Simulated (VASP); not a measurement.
# KSrCl3 (Pm-3m) in VASP: single point with PBE-based screened hybrid

Aim: the single point of KSrCl3 with PBE-based screened hybrid.

Program: VASP 6.6.1. These are calculated values, not measurements. Logs are shortened: lines on timing, memory, paths and dates and some standing lists are left out, and cuts for length are marked.

**1. The cell of the first run**

It takes space group Pm-3m (No. 221, cubic). The conventional cell has a = 5.636 Å, b = 5.636 Å, c = 5.636 Å, α = 90.00°, β = 90.00°, γ = 90.00°. Within 5.2 Å of K (site symmetry m-3m) lie 12 Cl at 3.99 Å and 8 Sr at 4.88 Å. Within 3.7 Å of Sr (site symmetry m-3m) lie 6 Cl at 2.82 Å. Within 3.7 Å of Cl (site symmetry 4/mmm) lie 2 Sr at 2.82 Å.

**2. Single point, PBE-based screened hybrid**

Input file POSCAR:

```
KSrCl3
1.0
    5.6362001317      0.0000000000      0.0000000000
    0.0000000000      5.6362001317      0.0000000000
    0.0000000000      0.0000000000      5.6362001317
K Sr Cl
1 1 3
Direct
    0.0000000000      0.0000000000      0.0000000000
    0.5000000000      0.5000000000      0.5000000000
    0.5000000000      0.5000000000      0.0000000000
    0.5000000000      0.0000000000      0.5000000000
    0.0000000000      0.5000000000      0.5000000000
```

Input file INCAR.step1:

```
ALGO = Normal
EDIFF = 1E-5
ENCUT = 520
GGA = PE
ISIF = 2
ISMEAR = 0
LASPH = True
LCHARG = False
LREAL = False
LWAVE = True
NBANDS = 28
NELM = 100
PREC = Accurate
SIGMA = 0.01
```

Input file INCAR.step2:

```
AEXX = 0.15
ALGO = Normal
EDIFF = 1E-6
ENCUT = 520
GGA = PE
HFSCREEN = 0.3
ISIF = 2
ISMEAR = 0
ISTART = 1
LASPH = True
LCHARG = False
LHFCALC = True
LREAL = False
LWAVE = False
NBANDS = 28
NELM = 100
PREC = Accurate
PRECFOCK = Fast
SIGMA = 0.01
```

Input file KPOINTS:

```
k-points
0
Gamma
  2 2 2
```

Potentials or basis: VASP PAW PBE potentials, release 64 (K_sv, Sr_sv, Cl).

The run is started by

```console
cat potpaw_PBE.64/K_sv/POTCAR potpaw_PBE.64/Sr_sv/POTCAR potpaw_PBE.64/Cl/POTCAR > POTCAR
cp INCAR.step1 INCAR
mpirun -np 1 vasp_std > vasp.out
cp INCAR.step2 INCAR
mpirun -np 1 vasp_std > vasp.out
```

OUTCAR:

```text
AEXX = 0.15
   EDIFF = 1E-6
   ENCUT = 520
   GGA = PE
   HFSCREEN = 0.3
   ISIF = 2
   ISMEAR = 0
   ISTART = 1
   LASPH = True
   LHFCALC = True
   LREAL = False
   NELM = 100
   PREC = Accurate
   PRECFOCK = Fast

 ion  position               nearest neighbor table
   1  0.000  0.000  0.000-
   2  0.500  0.500  0.500-   3 2.82   4 2.82   5 2.82   3 2.82   4 2.82   5 2.82
   3  0.500  0.500  0.000-   2 2.82   2 2.82
   4  0.500  0.000  0.500-   2 2.82   2 2.82
   5  0.000  0.500  0.500-   2 2.82   2 2.82

  LATTYP: Found a simple cubic cell.
 ALAT       =     5.6362001317

  Lattice vectors:

 A1 = (   5.6362001317,   0.0000000000,   0.0000000000)
 A2 = (   0.0000000000,   5.6362001317,   0.0000000000)
 A3 = (   0.0000000000,   0.0000000000,   5.6362001317)

Analysis of symmetry for initial positions (statically):
=====================================================================
 Subroutine PRICEL returns:
 Original cell was already a primitive cell.

 Routine SETGRP: Setting up the symmetry group for a
 simple cubic supercell.

 Subroutine GETGRP returns: Found 48 space group operations
 (whereof 48 operations were pure point group operations)
 out of a pool of 48 trial point group operations.

The static configuration has the point symmetry O_h .

Analysis of symmetry for dynamics (positions and initial velocities):
=====================================================================
 Subroutine PRICEL returns:
 Original cell was already a primitive cell.

 Routine SETGRP: Setting up the symmetry group for a
 simple cubic supercell.

 Subroutine GETGRP returns: Found 48 space group operations
 (whereof 48 operations were pure point group operations)
 out of a pool of 48 trial point group operations.

The dynamic configuration has the point symmetry O_h .

 Subroutine INISYM returns: Found 48 space group operations
 (whereof 48 operations are pure point group operations),
 and found     1 'primitive' translations

----------------------------------------------------------------------------------------

                                     Primitive cell

  volume of cell :     179.0438

  direct lattice vectors                    reciprocal lattice vectors
     5.636200132  0.000000000  0.000000000     0.177424502  0.000000000  0.000000000
     0.000000000  5.636200132  0.000000000     0.000000000  0.177424502  0.000000000
     0.000000000  0.000000000  5.636200132     0.000000000  0.000000000  0.177424502

  length of vectors
     5.636200132  5.636200132  5.636200132     0.177424502  0.177424502  0.177424502

  position of ions in fractional coordinates (direct lattice)
     0.000000000  0.000000000  0.000000000
     0.500000000  0.500000000  0.500000000
     0.500000000  0.500000000  0.000000000
     0.500000000  0.000000000  0.500000000
     0.000000000  0.500000000  0.500000000

  ion indices of the primitive-cell ions
   primitive index   ion index
                 1           1
                 2           2
                 3           3
                 4           4
                 5           5

----------------------------------------------------------------------------------------

 KPOINTS: k-points

Automatic generation of k-mesh.
 Grid dimensions read from file:
 generate k-points for:    2    2    2

 Generating k-lattice:

  Cartesian coordinates                     Fractional coordinates (reciprocal lattice)
     0.088712251  0.000000000  0.000000000     0.500000000  0.000000000  0.000000000
     0.000000000  0.088712251  0.000000000     0.000000000  0.500000000  0.000000000
     0.000000000  0.000000000  0.088712251     0.000000000  0.000000000  0.500000000

  Length of vectors
     0.088712251  0.088712251  0.088712251

  Shift w.r.t. Gamma in fractional coordinates (k-lattice)
     0.000000000  0.000000000  0.000000000

 Subroutine IBZKPT returns following result:
 ===========================================

 Found      4 irreducible k-points:

 Following reciprocal coordinates:
            Coordinates               Weight
  0.000000  0.000000  0.000000      1.000000
  0.500000  0.000000  0.000000      3.000000
  0.500000  0.500000  0.000000      3.000000
  0.500000  0.500000  0.500000      1.000000
   k-points           NKPTS =      4   k-points in BZ     NKDIM =      8   number of bands    NBANDS=     28
   number of dos      NEDOS =    301   number of ions     NIONS =      5
   total plane-waves  NPLWV =  74088
   dimension x,y,z NGX =    42 NGY =   42 NGZ =   42
   dimension x,y,z NGXF=    84 NGYF=   84 NGZF=   84
   ions per type =               1   1   3
   NGX,Y,Z   is equivalent  to a cutoff of  12.39, 12.39, 12.39 a.u.
   NGXF,Y,Z  is equivalent  to a cutoff of  24.78, 24.78, 24.78 a.u.
 SYSTEM =  unknown system
   PREC   = accura    normal or accurate (medium, high low for compatibility)
   ISTART =      1    job   : 0-new  1-cont  2-samecut
   ICHARG =      0    charge: 1-file 2-atom 10-const
   ISPIN  =      1    spin polarized calculation?
   LNONCOLLINEAR =      F non collinear calculations
   LSORBIT =      F    spin-orbit coupling
   LASPH  =      T    aspherical Exc in radial PAW
   ENCUT  =  520.0 eV  38.22 Ry    6.18 a.u.  10.48 10.48 10.48*2*pi/ulx,y,z
   NELM   =    100;   NELMIN=  2; NELMDL=  0     # of ELM steps
   EDIFF  = 0.1E-05   stopping-criterion for ELM
   LREAL  =      F    real-space projection
   EDIFFG = 0.1E-04   stopping-criterion for IOM
   NSW    =      0    number of steps for IOM
   IBRION =     -1    ionic relax: 0-MD 1-quasi-New 2-CG
   NFREE  =      0    steps in history (QN), initial steepest desc. (CG)
   ISIF   =      2    stress and relaxation
   ISYM   =      3    0-nonsym 1-usesym 2-fastsym
   POTIM  = 0.5000    time-step for ionic-motion
   TEBEG  =    0.0;   TEEND  =   0.0 temperature during run
   PSTRESS=    0.0 pullay stress
   NELECT =      40.0000    total number of electrons
   NUPDOWN=      -1.0000    fix difference up-down
   EMIN   =  10.00;   EMAX   =-10.00  energy-range for DOS
   EFERMI =   0.00;   METHOD = LEGACY
   ISMEAR =     0;   SIGMA  =   0.01  broadening in eV -4-tet -1-fermi 0-gaus
   EFERMI_NEDOS =   21; number of points for ismear=-14 and -15
   IALGO  =     38    algorithm
   IMIX   =      1    mixing-type and parameters
     AMIX     =   0.40;   BMIX     =  1.00
     AMIX_MAG =   1.60;   BMIX_MAG =  1.00
  volume/ion in A,a.u.               =      35.81       241.65
  Fermi-wavevector in a.u.,A,eV,Ry     =   0.993364  1.877186 13.425849  0.986772
  Thomas-Fermi vector in A             =   2.125241
   LORBIT       =      0    0 simple, 1 ext, 2 COOP (PROOUT), +10 PAW based schemes
   GGA     = PE    functional components
   LHFCALC =     T    Hartree Fock is set to
   PRECFOCK=fast      Normal, Fast or Accurate (Low or Medium for compatibility)
   ENCUT4O =  -1.0   cutoff for four orbital integrals eV
   NKREDX  =     1    reduce k-point grid by
   NKREDY  =     1    reduce k-point grid by
   NKREDZ  =     1    reduce k-point grid by
   AEXX    =    0.1500 exact exchange contribution
   HFSCREEN=    0.3000 screening length (either q_TF or 0.3 A-1)
   HFSCREENC=   0.3000 screening length for correlation (either q_TF or 0.3 A-1)
   ENCUTFOCK=  -1.0 apply spherical cutoff to Coloumb kernel
   IVDW    =     0    specifies the selected vdW correction
   LEPSILON=     F    determine dielectric tensor
   LRPA    =     F    only Hartree local field effects (RPA)
 non-spin polarized calculation
 Gauss-broadening in eV      SIGMA  =   0.01
  energy-cutoff  :      520.00
  volume of cell :      179.04
 maximum number of plane-waves:      4828
 NGX is ok and might be reduce to    42
  NGX = 24; NGY = 24; NGZ = 24

 number of electron      40.0000001 magnetization

 Free energy of the ion-electron system (eV)
  ---------------------------------------------------
  ext. energy  EPLUGINS =         0.00000000
  ---------------------------------------------------
  free energy    TOTEN  =       -20.63354722 eV

  energy without entropy =      -20.63354722  energy(sigma->0) =      -20.63354722

 E-fermi :  -1.9894     XC(G=0):  -6.5240

 val. band max:       -2.1451399107   @ k =   0.5000   0.5000   0.5000
 cond. band min:       2.9389349767   @ k =   0.0000   0.0000   0.0000
 fundamental gap:      5.0840748874
 Fermi energy:        -1.9894107659

 k-point     1 :       0.0000    0.0000    0.0000
  band No.  band energies     occupation
      1     -35.4987      2.00000
      2     -32.0688      2.00000
      3     -16.8867      2.00000
      4     -16.8867      2.00000
      5     -16.8867      2.00000
      6     -15.3939      2.00000
[... 20 lines left out ...]
     27       6.7538      0.00000
     28       6.7538      0.00000

 k-point     2 :       0.5000    0.0000    0.0000
  band No.  band energies     occupation
      1     -35.4982      2.00000
      2     -32.0688      2.00000
      3     -17.2345      2.00000
      4     -16.8849      2.00000
      5     -16.8849      2.00000
      6     -15.3432      2.00000
[... 20 lines left out ...]
     27       6.7432      0.00000
     28       7.0502      0.00000

 k-point     3 :       0.5000    0.5000    0.0000
  band No.  band energies     occupation
      1     -35.4976      2.00000
      2     -32.0687      2.00000
      3     -17.2329      2.00000
      4     -17.2329      2.00000
      5     -16.8831      2.00000
      6     -15.2503      2.00000
[... 20 lines left out ...]
     27       7.0542      0.00000
     28       7.1583      0.00000

 k-point     4 :       0.5000    0.5000    0.5000
  band No.  band energies     occupation
      1     -35.4971      2.00000
      2     -32.0686      2.00000
      3     -17.2301      2.00000
      4     -17.2301      2.00000
      5     -17.2301      2.00000
      6     -14.7188      2.00000
[... 20 lines left out ...]
     27       7.0540      0.00000
     28       7.8931      0.00000

------------------------ aborting loop because EDIFF is reached ----------------------------------------

  FORCE on cell =-STRESS in cart. coord.  units (eV):
  Direction    XX          YY          ZZ          XY          YZ          ZX
  --------------------------------------------------------------------------------------
  -------------------------------------------------------------------------------------
  Total        0.6812021      0.6812021      0.6812021      0.0000000     -0.0000000     -0.0000000
  in kB        6.0957528      6.0957528      6.0957528      0.0000000     -0.0000000     -0.0000000
  external PRESSURE =       6.0957528 kB  Pullay stress =       0.0000000 kB

 VOLUME and BASIS-vectors are now :
 -----------------------------------------------------------------------------
  energy-cutoff  :      520.00
  volume of cell :      179.04
      direct lattice vectors                 reciprocal lattice vectors
     5.636200132  0.000000000  0.000000000     0.177424502  0.000000000  0.000000000
     0.000000000  5.636200132  0.000000000     0.000000000  0.177424502  0.000000000
     0.000000000  0.000000000  5.636200132     0.000000000  0.000000000  0.177424502

 POSITION                                       TOTAL-FORCE (eV/Angst)
 -----------------------------------------------------------------------------------
      0.00000      0.00000      0.00000         0.000000      0.000000      0.000000
      2.81810      2.81810      2.81810         0.000000      0.000000      0.000000
      2.81810      2.81810      0.00000         0.000000      0.000000      0.000000
      2.81810      0.00000      2.81810         0.000000      0.000000      0.000000
      0.00000      2.81810      2.81810         0.000000      0.000000      0.000000
 -----------------------------------------------------------------------------------
    total drift:                               -0.000003      0.000002     -0.000000

  FREE ENERGIE OF THE ION-ELECTRON SYSTEM (eV)
  ---------------------------------------------------
  free  energy   TOTEN  =       -20.6335472218 eV

  energy  without entropy=      -20.6335472218  energy(sigma->0) =      -20.63354722
```

Wall time 2.9 min (1 thread of Intel Xeon Platinum 8375C at 2.90GHz (Ice Lake), shared host); peak memory 0.37 GiB.

Results:

```
Free energy            : -20.6335 eV
Pressure               : 0.6 GPa
Band gap on the k mesh : 5.08 eV, indirect (least direct gap 5.31 eV)
```

Caveat: the k points lie up to 0.56 Å⁻¹ apart; the PAW data sets were made with another functional, which shifts forces and pressure a little. A k mesh can miss the band edges.
